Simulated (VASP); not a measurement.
# PbS in VASP: settings compared, part 2 of 2

VASP 6.6.1. Earlier steps stand in the parts before.

## Step 3: Single point, PBE (volume scaled by 1.04)

Contents of INCAR:

```
SYSTEM = PbS
ALGO     = Normal         ! electronic algorithm
EDIFF    = 1E-7           ! SCF threshold, eV
ENCUT    = 520            ! plane-wave cutoff, eV
GGA      = PE             ! functional
ISIF     = 2              ! what is computed and relaxed
ISMEAR   = -1             ! smearing method
LASPH    = .TRUE.         ! aspherical terms in the spheres
LCHARG   = .TRUE.         ! write CHGCAR
LELF     = .TRUE.         ! ELF
LREAL    = .FALSE.        ! projectors in reciprocal space
LVHAR    = .TRUE.       
LWAVE    = .FALSE.        ! write WAVECAR
NBANDS   = 17             ! bands
NELM     = 100            ! most SCF steps
PREC     = Accurate       ! precision mode
SIGMA    = 0.05           ! smearing width, eV
```

Contents of KPOINTS:

```
k-points
0
G
  8 8 7
  0 0 0
```

Contents of POSCAR:

```
PbS
1.0
    4.1435156701      0.0000000000      0.0000000000
   -2.0717578350      3.5883898313      0.0000000000
    0.0000000000      0.0000000000      3.8380170193
Pb S
1 1
Direct
    0.0000000000      0.0000000000      0.0000000000
    0.6666666667      0.3333333333      0.5000000000
```

Potentials or basis: VASP PAW PBE potentials, release 64 (Pb_d, S).

The run is started by

```bash
> cat potpaw_PBE.64/Pb_d/POTCAR potpaw_PBE.64/S/POTCAR > POTCAR
> mpirun -np 1 vasp_std > vasp.out
```

OUTCAR:

```text
SYSTEM = PbS
   EDIFF = 1E-7
   ENCUT = 520
   GGA = PE
   ISIF = 2
   ISMEAR = -1
   LASPH = .TRUE.
   LREAL = .FALSE.
   NELM = 100
   PREC = Accurate

 ion  position               nearest neighbor table
   1  0.000  0.000  0.000-   2 3.07   2 3.07   2 3.07   2 3.07   2 3.07   2 3.07
   2  0.667  0.333  0.500-   1 3.07   1 3.07   1 3.07   1 3.07   1 3.07   1 3.07

  LATTYP: Found a hexagonal cell.
 ALAT       =     4.1435156701
 C/A-ratio  =     0.9262706660

  Lattice vectors:

 A1 = (   4.1435156701,   0.0000000000,   0.0000000000)
 A2 = (  -2.0717578350,   3.5883898313,   0.0000000000)
 A3 = (   0.0000000000,   0.0000000000,   3.8380170193)

Analysis of symmetry for initial positions (statically):
=====================================================================
 Subroutine PRICEL returns:
 Original cell was already a primitive cell.

 Routine SETGRP: Setting up the symmetry group for a
 hexagonal supercell.

 Subroutine GETGRP returns: Found 12 space group operations
 (whereof 12 operations were pure point group operations)
 out of a pool of 24 trial point group operations.

The static configuration has the point symmetry D_3h.
[... 155 lines left out ...]
  ext. energy  EPLUGINS =         0.00000000
  ---------------------------------------------------
  free energy    TOTEN  =        -8.51069886 eV

  energy without entropy =       -8.51023583  energy(sigma->0) =       -8.51046735

 E-fermi :   4.7826     XC(G=0):  -9.2562

 val. band max:        4.6193574909   @ k =   0.3750   0.2500   0.0000
 cond. band min:       4.9810975820   @ k =   0.3750   0.2500   0.4286
 fundamental gap:      0.3617400911
 Fermi energy:         4.7826211048

 k-point     1 :       0.0000    0.0000    0.0000
  band No.  band energies     occupation
      1     -12.1277      2.00000
      2     -12.1184      2.00000
      3     -12.1184      2.00000
      4     -12.0226      2.00000
      5     -12.0226      2.00000
      6      -8.1193      2.00000
[... 457 lines left out ...]
      4     -12.0534      2.00000
      5     -12.0351      2.00000
      6      -6.9344      2.00000
[... 9 lines left out ...]
     16      15.1074      0.00000
     17      16.6160      0.00000

 [... further k-points ...]
[... 5 lines left out ...]
  --------------------------------------------------------------------------------------
  -------------------------------------------------------------------------------------
  Total       -0.5893617     -0.5893617     -0.8199119     -0.0000000      0.0000000     -0.0000000
  in kB      -16.5469126    -16.5469126    -23.0198380     -0.0000000      0.0000000     -0.0000000
  external PRESSURE =     -18.7045544 kB  Pullay stress =       0.0000000 kB

 VOLUME and BASIS-vectors are now :
 -----------------------------------------------------------------------------
  energy-cutoff  :      520.00
  volume of cell :       57.07
      direct lattice vectors                 reciprocal lattice vectors
     4.143515670  0.000000000  0.000000000     0.241340948  0.139338261  0.000000000
    -2.071757835  3.588389831  0.000000000     0.000000000  0.278676523  0.000000000
     0.000000000  0.000000000  3.838017019     0.000000000  0.000000000  0.260551216

 POSITION                                       TOTAL-FORCE (eV/Angst)
 -----------------------------------------------------------------------------------
      0.00000      0.00000      0.00000         0.000000     -0.000000      0.000000
      2.07176      1.19613      1.91901        -0.000000      0.000000      0.000000
 -----------------------------------------------------------------------------------
    total drift:                               -0.000000      0.000000      0.000000

  FREE ENERGIE OF THE ION-ELECTRON SYSTEM (eV)
  ---------------------------------------------------
  free  energy   TOTEN  =        -8.5106988601 eV

  energy  without entropy=       -8.5102358343  energy(sigma->0) =       -8.51046735
```

OSZICAR:

```text
N       E                     dE             d eps       ncg     rms          rms(c)
DAV:   1     0.156799895819E+03    0.15680E+03   -0.96001E+03  1360   0.123E+03
DAV:   2     0.325965090445E+01   -0.15354E+03   -0.14808E+03  1460   0.299E+02
DAV:   3    -0.884254742681E+01   -0.12102E+02   -0.11913E+02  1738   0.913E+01
DAV:   4    -0.916360706140E+01   -0.32106E+00   -0.32079E+00  1806   0.169E+01
DAV:   5    -0.917489735751E+01   -0.11290E-01   -0.11290E-01  1995   0.291E+00    0.424E+00
DAV:   6    -0.851602931386E+01    0.65887E+00   -0.18935E+00  2096   0.868E+00    0.308E+00
DAV:   7    -0.851097644407E+01    0.50529E-02   -0.15673E-01  1621   0.196E+00    0.177E+00
DAV:   8    -0.851085545664E+01    0.12099E-03   -0.19879E-02  1645   0.138E+00    0.280E-01
DAV:   9    -0.851039799624E+01    0.45746E-03   -0.53207E-03  2145   0.510E-01    0.128E-01
DAV:  10    -0.851068515732E+01   -0.28716E-03   -0.63945E-04  1606   0.136E-01    0.736E-02
DAV:  11    -0.851069613779E+01   -0.10980E-04   -0.64198E-05  1946   0.781E-02    0.150E-02
DAV:  12    -0.851069887227E+01   -0.27345E-05   -0.65547E-06  1662   0.279E-02    0.345E-03
DAV:  13    -0.851069886007E+01    0.12193E-07   -0.64616E-07  1868   0.557E-03
   1 F= -.85106989E+01 E0= -.85104673E+01  d E =-.463026E-03
```

Run time: 20 s. Hardware: 1 thread of Intel Xeon 6975P-C (Granite Rapids), shared host; peak memory 0.19 GiB.

What came out:

* Free energy: -8.5107 eV
* Pressure: -1.9 GPa
* Band gap on the k mesh: 0.36 eV, indirect (least direct gap 1.63 eV)

Stress tensor (GPa, compression positive):
```
-1.65  0.00  0.00
 0.00 -1.65  0.00
 0.00  0.00 -2.30
```

Caveat: the cell differs from its parent crystal (volume scaled by 1.04); spin-orbit coupling is left out, which moves the levels of the heavy elements. A k mesh can miss the band edges.

## Step 4: Single point, PBE (atoms moved at random)

Contents of INCAR:

```
SYSTEM = PbS
  ALGO = Normal
  EDIFF = 1E-6
  ENCUT = 520
  GGA = PE
  ISIF = 2
  ISMEAR = -1
  LASPH = .TRUE.
  LCHARG = .FALSE.
  LREAL = .FALSE.
  LWAVE = .FALSE.
  NBANDS = 17
  NELM = 80
  PREC = Accurate
  SIGMA = 0.05
```

KPOINTS is that of step 3.

Contents of POSCAR:

```
PbS
1.0
    4.0896976867      0.0000000000      0.0000000000
   -2.0448488433      3.5417820905      0.0000000000
    0.0000000000      0.0000000000      3.7881670000
Pb S
1 1
Direct
    0.0091440000      0.0031280000     -0.0018180000
    0.6493990000      0.3189090000      0.5043660000
```

The run is started by

```bash
> cat potpaw_PBE.64/Pb_d/POTCAR potpaw_PBE.64/S/POTCAR > POTCAR
> mpirun -np 1 vasp_std > vasp.out
```

It took 1.8 min on 1 thread of Intel Xeon 6975P-C (Granite Rapids), shared host; peak memory 0.31 GiB.

Results (log left out):

* Free energy: -8.5160 eV
* Pressure: 0.1 GPa
* Largest force: 0.161 eV/Å
* Band gap on the k mesh: 0.11 eV, indirect (least direct gap 1.65 eV)

Forces on the atoms (eV/Å):
```
Pb  -0.121 -0.104 -0.024
S    0.121  0.104  0.024
```

Stress tensor (GPa, compression positive):
```
 0.04 -0.02 -0.05
-0.02  0.04 -0.04
-0.05 -0.04  0.11
```

Levels at points of the mesh, in eV from the valence-band top:
```csv
k point,band 6,band 7,band 8,band 9,band 10,band 11,band 12,band 13,band 14,band 15
"(0.00, 0.00, 0.00)",-13.13,-6.42,-2.13,-1.79,-1.51,3.25,3.75,5.30,6.55,7.08
"(0.50, 0.00, 0.00)",-11.99,-8.60,-2.60,-1.53,-1.08,1.87,3.77,5.19,5.44,11.06
"(0.00, 0.50, 0.00)",-12.08,-8.30,-2.69,-1.92,-1.20,2.00,4.11,5.12,5.69,10.91
"(0.50, 0.50, 0.00)",-12.07,-8.36,-2.67,-1.84,-1.18,1.97,4.04,5.03,5.75,10.92
```

Caveat: the cell differs from its parent crystal (atoms moved at random); spin-orbit coupling is left out, which moves the levels of the heavy elements. A k mesh can miss the band edges.

## Step 5: Single point, BLYP+D3(BJ)

This run uses another cell than the first one, of 26.73 Å³/atom, 0.994 times its volume.

Contents of INCAR:

```
PREC = Accurate
ENCUT = 520
EDIFF = 1E-7
ISMEAR = -1
SIGMA = 0.05
LREAL = False
LASPH = True
NELM = 80
ALGO = Normal
ISIF = 2
LWAVE = False
LCHARG = False
GGA = B5
ALDAX = 1.0
AGGAX = 1.0
AGGAC = 1.0
ALDAC = 0.0
IVDW = 12
VDW_S6 = 1.0
VDW_S8 = 2.6996
VDW_A1 = 0.4298
VDW_A2 = 4.2359
NBANDS = 17
```

Contents of KPOINTS:

```
Automatic mesh
0
Gamma
  8 8 7
```

Contents of POSCAR:

```
PbS
1.0
    4.0322860641      0.0000000000      0.0000000000
   -2.0161430320      3.4920621668      0.0000000000
    0.0000000000      0.0000000000      3.7962803959
Pb S
1 1
Direct
    0.0000000000      0.0000000000      0.0000000000
    0.6666666667      0.3333333333      0.5000000000
```

The run is started by

```bash
> cat potpaw_PBE.64/Pb_d/POTCAR potpaw_PBE.64/S/POTCAR > POTCAR
> mpirun -np 1 vasp_std > vasp.out
```

It took 30 s on 1 thread of AMD EPYC 9R14 (Zen 4), shared host; peak memory 0.16 GiB.

The run converged. Its results:

* Free energy: -8.9913 eV
* Pressure: 0.0 GPa
* Band gap on the k mesh: 0.15 eV, indirect (least direct gap 1.74 eV)
* Dispersion energy per atom: -0.783 eV

Levels at points of the mesh, in eV from the valence-band top:
| k point | band 8 | band 9 | band 10 | band 11 | band 12 | band 13 |
| --- | --- | --- | --- | --- | --- | --- |
| (0.00, 0.00, 0.00) | -2.25 | -1.56 | -1.56 | 3.64 | 3.64 | 5.57 |
| (0.50, 0.00, 0.00) | -2.61 | -1.71 | -1.20 | 1.96 | 3.90 | 5.36 |

Caveat: the PAW data sets were made with another functional, which shifts forces and pressure a little; spin-orbit coupling is left out, which moves the levels of the heavy elements. A k mesh can miss the band edges.

## Step 6: Single point, BLYP+D4

This run uses another cell than the first one, of 27.21 Å³/atom, 1.012 times its volume.

Contents of INCAR:

```
SYSTEM = PbS
  AGGAC = 1.0
  AGGAX = 1.0
  ALDAC = 0.0
  ALDAX = 1.0
  ALGO = Normal
  EDIFF = 1E-7
  ENCUT = 520
  GGA = B5
  ISIF = 2
  ISMEAR = -1
  IVDW = 13
  LASPH = .TRUE.
  LCHARG = .FALSE.
  LREAL = .FALSE.
  LWAVE = .FALSE.
  NBANDS = 17
  NELM = 60
  PREC = Accurate
  SIGMA = 0.05
  VDW_A1 = 0.44488865
  VDW_A2 = 4.0933009
  VDW_S6 = 1.0
  VDW_S8 = 2.34076671
```

Contents of KPOINTS:

```
k-points
0
G
  8 8 7
  0 0 0
```

Contents of POSCAR:

```
PbS
1.0
    4.0605929403      0.0000000000      0.0000000000
   -2.0302964701      3.5165766407      0.0000000000
    0.0000000000      0.0000000000      3.8105189912
Pb S
1 1
Direct
    0.0000000000      0.0000000000      0.0000000000
    0.6666666667      0.3333333333      0.5000000000
```

Potentials or basis: VASP PAW PBE potentials, release 64 (Pb_d, S).

The run is started by

```bash
> cat potpaw_PBE.64/Pb_d/POTCAR potpaw_PBE.64/S/POTCAR > POTCAR
> mpirun -np 1 vasp_std > vasp.out
```

Run time: 31 s. Hardware: 1 thread of AMD EPYC 9R14 (Zen 4), shared host; peak memory 0.15 GiB.

The run converged. Its results:

* Free energy: -8.8115 eV
* Pressure: 0.1 GPa
* Band gap on the k mesh: 0.22 eV, indirect (least direct gap 1.73 eV)
* Dispersion energy per atom: -0.680 eV

Levels at points of the mesh, in eV from the valence-band top:
| k point | band 6 | band 7 | band 8 | band 9 | band 10 | band 11 | band 12 | band 13 | band 14 | band 15 |
| --- | --- | --- | --- | --- | --- | --- | --- | --- | --- | --- |
| (0.00, 0.00, 0.00) | -13.06 | -6.42 | -2.14 | -1.51 | -1.51 | 3.62 | 3.62 | 5.63 | 6.52 | 7.57 |
| (0.50, 0.00, 0.00) | -11.95 | -8.38 | -2.52 | -1.67 | -1.12 | 1.97 | 3.91 | 5.30 | 5.74 | 11.14 |

Caveat: the PAW data sets were made with another functional, which shifts forces and pressure a little; spin-orbit coupling is left out, which moves the levels of the heavy elements.

## Step 7: Summary

```tsv
level	cell	gap on the mesh (eV)	pressure (GPa)
PBE	a = 4.062, b = 4.062, c = 3.763 Å, angles 90.0, 90.0, 120.0°, 2 atoms	0.13	1.0
PBE	a = 4.144, b = 4.144, c = 3.838 Å, angles 90.0, 90.0, 120.0°, 2 atoms	0.36	-1.9
PBE	a = 4.090, b = 4.090, c = 3.788 Å, angles 90.0, 90.0, 120.0°, 2 atoms	0.11	0.1
BLYP+D3(BJ)	a = 4.032, b = 4.032, c = 3.796 Å, angles 90.0, 90.0, 120.0°, 2 atoms	0.15	0.0
BLYP+D4	a = 4.061, b = 4.061, c = 3.811 Å, angles 90.0, 90.0, 120.0°, 2 atoms	0.22	0.1
```

Alike in all rows: task single point; potentials or basis VASP PAW PBE potentials, release 64 (Pb_d, S); no spin polarisation; k mesh 8 × 8 × 7; cutoff (eV) 520; smearing fermi-dirac 0.05 eV.

Caveats: spin-orbit coupling is left out, which moves the levels of the heavy elements; the PAW data sets were made with another functional, which shifts forces and pressure a little (some runs).

Absolute energies hang on the potentials; compare differences alone.
